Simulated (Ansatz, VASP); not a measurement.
**BeC2: VASP beside Ansatz**

```
Be C
1.0
    -1.74190    1.74190    2.78045
     1.74190   -1.74190    2.78045
     1.74190    1.74190   -2.78045
Be C
1 2
Direct
  0.00000 0.00000 0.00000
  0.40114 0.40114 0.00000
  0.59886 0.59886 0.00000
```

Alike in both runs: task single point; functional PBEsol; k mesh 8 × 8 × 8; occupations gaussian, width 0.1 eV; no spin polarisation.

|  | VASP | Ansatz |
| --- | --- | --- |
| version | VASP 6.6.1 | Ansatz 0.2.0 |
| potentials or method | VASP PAW PBE potentials, release 64 (Be, C), cutoff 520 eV | scalar-relativistic, plane waves, PAW |
| valence electrons in the cell | 10 | 10 |

```csv
,VASP,Ansatz,Ansatz less VASP
gap on the k mesh at the Fermi level (eV),1.60,1.63,+0.022
least direct gap on the mesh (eV),1.74,1.77,+0.029
pressure (GPa),14.4,13.5,-0.94
"traceless stress, the component that is largest in VASP (GPa)",48.04,46.19,-1.846
rms of the force components (eV/Å),10.582,10.334,-0.2478
```

VASP's potentials were made for PBE, not for PBEsol. Atom by atom the forces differ by 0.248 eV/Å (rms over components). With one functional, cell and mesh, what is left measures potentials, basis and numerics.
